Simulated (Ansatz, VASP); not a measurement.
**Two plane-wave programs on Hf**

The input INCAR:

```
SYSTEM = Hf
PREC     = Accurate       ! precision mode
ENCUT    = 600            ! plane-wave cutoff, eV
EDIFF    = 1E-6           ! SCF threshold, eV
ISMEAR   = -1             ! smearing method
SIGMA    = 0.1            ! smearing width, eV
LREAL    = .FALSE.        ! projectors in reciprocal space
LASPH    = .TRUE.         ! aspherical terms in the spheres
NELM     = 60             ! most SCF steps
ALGO     = Normal         ! electronic algorithm
ISIF     = 3              ! what is computed and relaxed
LWAVE    = .FALSE.        ! write WAVECAR
LCHARG   = .FALSE.        ! write CHGCAR
GGA      = CA             ! functional
IBRION   = 2              ! ionic algorithm
NSW      = 80             ! ionic steps
EDIFFG   = -0.05          ! ionic threshold
```

KPOINTS

```
Automatic mesh
0
G
  5 5 5
  0 0 0
```

The input POSCAR:

```
Hf
1.0
    0.0000000000      2.2200000000      2.2200000000
    2.2200000000      0.0000000000      2.2200000000
    2.2200000000      2.2200000000      0.0000000000
Hf
1
Direct
    0.0000000000      0.0000000000      0.0000000000
```

Input for Ansatz:

```yaml
crystal:
  lattice:
    - [0.0, 2.22, 2.22]
    - [2.22, 0.0, 2.22]
    - [2.22, 2.22, 0.0]
  atoms:
    - { symbol: Hf, position: [0.0, 0.0, 0.0] }
accuracy: medium
kpoints:
  mp_grid:
    grid: [5, 5, 5]
    shift: [0.0, 0.0, 0.0]
hamiltonian:
  xc: lda
  dispersion: none
scf:
  occupations:
    method: fermi_dirac
relax:
  f_tol: 0.05
  max_steps: 60
  cell: {}
```

Alike in both runs: task relaxation of cell and atoms; functional LDA; k mesh 5 × 5 × 5; no spin polarisation.

```csv
,VASP,Ansatz
version,VASP 6.6.1,Ansatz 0.2.0
potentials or method,"VASP PAW LDA potentials, release 64 (Hf_pv)","plane waves, PAW"
plane-wave cutoff (eV),600,420
occupations,"fermi-dirac, width 0.1 eV",fermi-dirac
valence electrons in the cell,10,26
```

Ansatz gave:

```
relaxed volume (Å³/atom)                                     : 20.69
relaxed cell length with the largest relative difference (Å) : 3.081
```

Estimate VASP's values.

relaxed volume (Å³/atom): 20.71; relaxed cell length with the largest relative difference (Å): 3.083.

LDA's correlation is that of Perdew and Zunger in VASP and of Perdew and Wang (1992) in Ansatz. VASP's potentials hold 10 valence electrons a cell and Ansatz's 26, so a difference there can come from the potentials and not from the codes.

The k mesh is coarse, so the values compare programs but aren't converged. Neither program's run includes spin-orbit coupling.
